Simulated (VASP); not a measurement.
# Zn (Fm-3m) in VASP: a series of runs

Runs on Zn. Level: PBEsol. Tasks: single point.

Everything below comes from runs of VASP 6.6.1. Logs are shortened: lines on timing, memory, paths and dates and some standing lists are left out, and cuts for length are marked.

## 1. The cell of the first run

Symmetry: Fm-3m, No. 225, cubic system. Conventional cell: a = 3.998 Å, b = 3.998 Å, c = 3.998 Å, α = 90.00°, β = 90.00°, γ = 90.00°. Zn (site symmetry m-3m) has 12 Zn at 2.83 Å within 3.7 Å.

## 2. Single point, PBEsol

File INCAR:

```
SYSTEM = Zn
ALGO = Normal
EDIFF = 1E-6
ENCUT = 520
GGA = PS
ISIF = 2
ISMEAR = -1
LASPH = .TRUE.
LCHARG = .TRUE.
LELF = .TRUE.
LREAL = .FALSE.
LVHAR = .TRUE.
LWAVE = .FALSE.
NBANDS = 12
NELM = 100
PREC = Accurate
SIGMA = 0.15
```

File KPOINTS:

```
k-points
0
G
  13 13 13
  0 0 0
```

File POSCAR:

```
Zn
1.0
    0.0000000000      1.9991021543      1.9991021543
    1.9991021543      0.0000000000      1.9991021543
    1.9991021543      1.9991021543      0.0000000000
Zn
1
Direct
    0.0000000000      0.0000000000      0.0000000000
```

Potentials or basis: VASP PAW PBE potentials, release 64 (Zn).

On the command line:

```bash
> cat potpaw_PBE.64/Zn/POTCAR > POTCAR
> mpirun -np 1 vasp_std > vasp.out
```

OUTCAR:

```text
SYSTEM = Zn
   EDIFF = 1E-6
   ENCUT = 520
   GGA = PS
   ISIF = 2
   ISMEAR = -1
   LASPH = .TRUE.
   LREAL = .FALSE.
   NELM = 100
   PREC = Accurate

 ion  position               nearest neighbor table
   1  0.000  0.000  0.000-

  LATTYP: Found a face centered cubic cell.
 ALAT       =     3.9982043086

  Lattice vectors:

 A1 = (   0.0000000000,   1.9991021543,   1.9991021543)
 A2 = (   1.9991021543,   0.0000000000,   1.9991021543)
 A3 = (   1.9991021543,   1.9991021543,   0.0000000000)

Analysis of symmetry for initial positions (statically):
=====================================================================
 Subroutine PRICEL returns:
 Original cell was already a primitive cell.

 Routine SETGRP: Setting up the symmetry group for a
 face centered cubic supercell.

 Subroutine GETGRP returns: Found 48 space group operations
 (whereof 48 operations were pure point group operations)
 out of a pool of 48 trial point group operations.

The static configuration has the point symmetry O_h .

Analysis of symmetry for dynamics (positions and initial velocities):
=====================================================================
 Subroutine PRICEL returns:
 Original cell was already a primitive cell.

 Routine SETGRP: Setting up the symmetry group for a
 face centered cubic supercell.

 Subroutine GETGRP returns: Found 48 space group operations
 (whereof 48 operations were pure point group operations)
 out of a pool of 48 trial point group operations.

The dynamic configuration has the point symmetry O_h .

 Subroutine INISYM returns: Found 48 space group operations
 (whereof 48 operations are pure point group operations),
 and found     1 'primitive' translations

----------------------------------------------------------------------------------------

                                     Primitive cell

  volume of cell :      15.9785

  direct lattice vectors                    reciprocal lattice vectors
     0.000000000  1.999102154  1.999102154    -0.250112281  0.250112281  0.250112281
     1.999102154  0.000000000  1.999102154     0.250112281 -0.250112281  0.250112281
     1.999102154  1.999102154  0.000000000     0.250112281  0.250112281 -0.250112281

  length of vectors
     2.827157379  2.827157379  2.827157379     0.433207178  0.433207178  0.433207178

  position of ions in fractional coordinates (direct lattice)
     0.000000000  0.000000000  0.000000000

  ion indices of the primitive-cell ions
   primitive index   ion index
[... 75 lines left out ...]
   EDIFFG = 0.1E-04   stopping-criterion for IOM
   NSW    =      0    number of steps for IOM
   IBRION =     -1    ionic relax: 0-MD 1-quasi-New 2-CG
   NFREE  =      0    steps in history (QN), initial steepest desc. (CG)
   ISIF   =      2    stress and relaxation
   ISYM   =      2    0-nonsym 1-usesym 2-fastsym
   POTIM  = 0.5000    time-step for ionic-motion
   TEBEG  =    0.0;   TEEND  =   0.0 temperature during run
   PSTRESS=    0.0 pullay stress
   NELECT =      12.0000    total number of electrons
   NUPDOWN=      -1.0000    fix difference up-down
   EMIN   =  10.00;   EMAX   =-10.00  energy-range for DOS
   EFERMI =   0.00;   METHOD = LEGACY
   ISMEAR =    -1;   SIGMA  =   0.15  broadening in eV -4-tet -1-fermi 0-gaus
   EFERMI_NEDOS =   21; number of points for ismear=-14 and -15
   IALGO  =     38    algorithm
   IMIX   =      4    mixing-type and parameters
     AMIX     =   0.40;   BMIX     =  1.00
     AMIX_MAG =   1.60;   BMIX_MAG =  1.00
  volume/ion in A,a.u.               =      15.98       107.83
  Fermi-wavevector in a.u.,A,eV,Ry     =   1.488071  2.812046 30.128125  2.214355
  Thomas-Fermi vector in A             =   2.601152
   LORBIT       =      0    0 simple, 1 ext, 2 COOP (PROOUT), +10 PAW based schemes
   GGA     = PS    functional components
   LHFCALC =     F    Hartree Fock is set to
   AEXX    =    0.0000 exact exchange contribution
   IVDW    =     0    specifies the selected vdW correction
   LEPSILON=     F    determine dielectric tensor
   LRPA    =     F    only Hartree local field effects (RPA)
 non-spin polarized calculation
  energy-cutoff  :      520.00
  volume of cell :       15.98
 maximum number of plane-waves:       444
 NGX is ok and might be reduce to    24
   NGX = 11   NGY = 11   NGZ = 11

 number of electron      11.9999990 magnetization

 Free energy of the ion-electron system (eV)
  ---------------------------------------------------
  ext. energy  EPLUGINS =         0.00000000
  ---------------------------------------------------
  free energy    TOTEN  =        -1.52493837 eV

  energy without entropy =       -1.50146845  energy(sigma->0) =       -1.51320341

 E-fermi :   2.5472     XC(G=0): -11.4540

 val. band max:        2.4916180268   @ k =  -0.3846   0.4615   0.0769
 cond. band min:       2.5496222139   @ k =  -0.3846   0.3077   0.0000
 fundamental gap:      0.0580041871
 Fermi energy:         2.5471534578

 k-point     1 :       0.0000    0.0000    0.0000
  band No.  band energies     occupation
      1      -7.4087      2.00000
      2      -4.9016      2.00000
      3      -4.9016      2.00000
      4      -4.9016      2.00000
      5      -4.5549      2.00000
      6      -4.5549      2.00000
      7      20.0820      0.00000
      8      20.0820      0.00000
      9      20.0820      0.00000
     10      21.0771      0.00000
     11      22.9401      0.00000
     12      22.9401      0.00000
[... 331 lines left out ...]
 k-point    24 :       0.4615    0.1538    0.0000
  band No.  band energies     occupation
      1      -5.3825      2.00000
      2      -4.9549      2.00000
      3      -4.7663      2.00000
      4      -4.6428      2.00000
      5      -4.2884      2.00000
      6      -1.3224      2.00000
      7       3.9950      0.00013
      8      13.4170      0.00000
      9      14.4232      0.00000
     10      17.0009      0.00000
     11      25.0795      0.00000
     12      25.6778      0.00000

 [... further k-points ...]
[... 5 lines left out ...]
  --------------------------------------------------------------------------------------
  -------------------------------------------------------------------------------------
  Total       -0.7321822     -0.7321822     -0.7321822      0.0000000      0.0000000      0.0000000
  in kB      -73.4166878    -73.4166878    -73.4166878      0.0000000      0.0000000      0.0000000
  external PRESSURE =     -73.4166878 kB  Pullay stress =       0.0000000 kB

 VOLUME and BASIS-vectors are now :
 -----------------------------------------------------------------------------
  energy-cutoff  :      520.00
  volume of cell :       15.98
      direct lattice vectors                 reciprocal lattice vectors
     0.000000000  1.999102154  1.999102154    -0.250112281  0.250112281  0.250112281
     1.999102154  0.000000000  1.999102154     0.250112281 -0.250112281  0.250112281
     1.999102154  1.999102154  0.000000000     0.250112281  0.250112281 -0.250112281

 POSITION                                       TOTAL-FORCE (eV/Angst)
 -----------------------------------------------------------------------------------
      0.00000      0.00000      0.00000         0.000000      0.000000      0.000000
 -----------------------------------------------------------------------------------
    total drift:                               -0.000000     -0.000000     -0.000000

  FREE ENERGIE OF THE ION-ELECTRON SYSTEM (eV)
  ---------------------------------------------------
  free  energy   TOTEN  =        -1.5249383736 eV

  energy  without entropy=       -1.5014684524  energy(sigma->0) =       -1.51320341
```

OSZICAR:

```text
N       E                     dE             d eps       ncg     rms          rms(c)
DAV:   1     0.406899103207E+02    0.40690E+02   -0.65387E+03  2092   0.154E+03
DAV:   2    -0.376524773138E+00   -0.41066E+02   -0.38301E+02  2084   0.209E+02
DAV:   3    -0.164484656648E+01   -0.12683E+01   -0.12663E+01  2360   0.362E+01
DAV:   4    -0.164770488924E+01   -0.28583E-02   -0.28582E-02  2276   0.168E+00
DAV:   5    -0.164770711794E+01   -0.22287E-05   -0.22289E-05  2352   0.460E-02    0.257E+00
DAV:   6    -0.153331155796E+01    0.11440E+00   -0.63557E-01  2440   0.159E+01    0.197E+00
DAV:   7    -0.152757083155E+01    0.57407E-02   -0.12578E-02  2264   0.220E+00    0.100E+00
DAV:   8    -0.152494358803E+01    0.26272E-02   -0.10407E-03  2708   0.440E-01    0.321E-02
DAV:   9    -0.152493879359E+01    0.47944E-05   -0.97438E-05  3008   0.158E-01    0.234E-02
DAV:  10    -0.152493837365E+01    0.41994E-06   -0.86711E-06  2176   0.492E-02
   1 F= -.15249384E+01 E0= -.15132034E+01  d E =-.234699E-01
```

Wall time 17 s (1 thread of Intel Xeon 8259CL, shared host); peak memory 0.14 GiB.

Results:

- Free energy: -1.5249 eV
- Pressure: -7.3 GPa
- Band gap on the k mesh: zero (band 6 reaches 3.67 eV, above the bottom of band 7 at 1.31 eV)

Levels at points of the mesh, in eV from the Fermi level:
| k point | band 2 | band 3 | band 4 | band 5 | band 6 | band 7 | band 8 | band 9 | band 10 | band 11 |
| --- | --- | --- | --- | --- | --- | --- | --- | --- | --- | --- |
| (0.00, 0.00, 0.00) | -7.45 | -7.45 | -7.45 | -7.10 | -7.10 | 17.53 | 17.53 | 17.53 | 18.53 | 20.39 |

Caveat: the PAW data sets were made with another functional, which shifts forces and pressure a little.

## 3. Single point, PBEsol

This run uses another cell than the first one, of 16.38 Å³/atom, 1.025 times its volume.

File INCAR:

```
SYSTEM = Zn
PREC = Accurate
ENCUT = 520
EDIFF = 1E-7
ISMEAR = -1
SIGMA = 0.15
LREAL = .False.
LASPH = .True.
NELM = 100
ALGO = Normal
ISIF = 2
LWAVE = .False.
LCHARG = .False.
GGA = PS
NBANDS = 12
```

File KPOINTS:

```
regular mesh
0
Gamma
  13 13 13
  0 0 0
```

File POSCAR:

```
Zn
1.0
    0.0000000000      2.0158318204      2.0158318204
    2.0158318204      0.0000000000      2.0158318204
    2.0158318204      2.0158318204      0.0000000000
Zn
1
Direct
    0.0000000000      0.0000000000      0.0000000000
```

Potentials or basis: VASP PAW PBE potentials, release 64 (Zn).

On the command line:

```bash
> cat potpaw_PBE.64/Zn/POTCAR > POTCAR
> mpirun -np 1 vasp_std > vasp.out
```

Wall time 20 s (1 thread of Intel Xeon 8259CL, shared host); peak memory 0.14 GiB.

It converged, with:

| Property | Result |
| --- | --- |
| Free energy | -1.5049 eV |
| Pressure | -8.5 GPa |
| Band gap on the k mesh | zero (band 6 reaches 3.52 eV, above the bottom of band 7 at 1.11 eV) |

Levels at points of the mesh, in eV from the Fermi level:
```csv
k point,band 2,band 3,band 4,band 5,band 6,band 7,band 8,band 9,band 10,band 11
"(0.00, 0.00, 0.00)",-7.39,-7.39,-7.39,-7.06,-7.06,17.20,17.20,17.20,18.34,20.09
```

Caveat: the PAW data sets were made with another functional, which shifts forces and pressure a little.
